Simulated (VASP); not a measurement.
AlRu (rocksalt type): relaxation of cell and atoms with PBE

The system is AlRu (rocksalt type).

```
CELL_PARAMETERS angstrom
0.00000 2.49218 2.49218
2.49218 0.00000 2.49218
2.49218 2.49218 0.00000
ATOMIC_POSITIONS crystal
Ru 0.00000 0.00000 0.00000
Al 0.50000 0.50000 0.50000
```

```
Program                : VASP 6.6.1
Task                   : relaxation of cell and atoms
Functional             : PBE
Potentials or basis    : VASP PAW PBE potentials, release 64 (Ru_pv, Al)
Cutoff                 : 600 eV
k mesh                 : 13 × 13 × 13
Occupations            : fermi-dirac, width 0.08 eV
Spin                   : no spin polarisation
Target pressure        : -0.077 GPa
Dipole correction      : no
Further INCAR settings : ALGO = Normal; EDIFF = 1e-06; IBRION = 2; EDIFFG = -0.005; NSW = 32; ISIF = 3
```

```
Pressure after relaxing : -0.1 GPa
```

Final structure:
```
Ru Al
1.0
     0.00000    2.49218    2.49218
     2.49218    0.00000    2.49218
     2.49218    2.49218    0.00000
Ru Al
1 1
Direct
  0.00000 0.00000 0.00000
  0.50000 0.50000 0.50000
```

Levels at points of the mesh, in eV from the Fermi level:
```
           k point  band 6  band 7  band 8  band 9  band 10  band 11  band 12
(0.00, 0.00, 0.00)   -1.97   -1.97   -1.67   -1.67     6.56     6.56     6.56
```

It took 13 s on 1 thread of AMD EPYC 9R45 (Zen 5) (shared host), peak memory 0.15 GiB.

Caveat: the relaxation stopped at its first step, so nothing moved; the cell is relaxed towards a set pressure, so the enthalpy falls and the energy may rise.
